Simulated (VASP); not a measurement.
Here is a VASP 6.6.1 calculation.

Contents of INCAR:

```
  PREC = Accurate
  ENCUT = 520
  EDIFF = 1E-6
  ISMEAR = -1
  SIGMA = 0.1
  LREAL = F
  LASPH = T
  NELM = 80
  ALGO = Normal
  ISIF = 2
  LWAVE = F
  LCHARG = F
  GGA = RP
  NBANDS = 36
```

The input KPOINTS:

```
regular mesh
0
Gamma
  15 15 4
```

The input POSCAR:

```
W
1.0
    2.6801462744      0.0000000000      0.0000000000
   -1.3400731372      2.3210747595      0.0000000000
    0.0000000000      0.0000000000      9.4566567660
W
4
Direct
    1.0000000000      1.0000000000      1.0000000000
    1.0000000000      1.0000000000      0.5000000000
    0.3333333333      0.6666666667      0.2500000000
    0.6666666667      0.3333333333      0.7500000000
```

Potentials or basis: VASP PAW PBE potentials, release 64 (W_sv).

Launch:

```sh
$ cat potpaw_PBE.64/W_sv/POTCAR > POTCAR
$ mpirun -np 1 vasp_std > vasp.out
```

What does it give for the pressure?

46.1 GPa.

Predict the band gap on the k mesh.

zero (bands 28 and 29 overlap by 2.51 eV).

Stress tensor (GPa, compression positive):
```
49.17  0.00  0.00
 0.00 49.17  0.00
 0.00  0.00 40.10
```

Caveat: the stress differs along the axes, from 40 to 49 GPa; the PAW data sets were made with another functional, which shifts forces and pressure a little; spin-orbit coupling is left out, which moves the levels of the heavy elements.
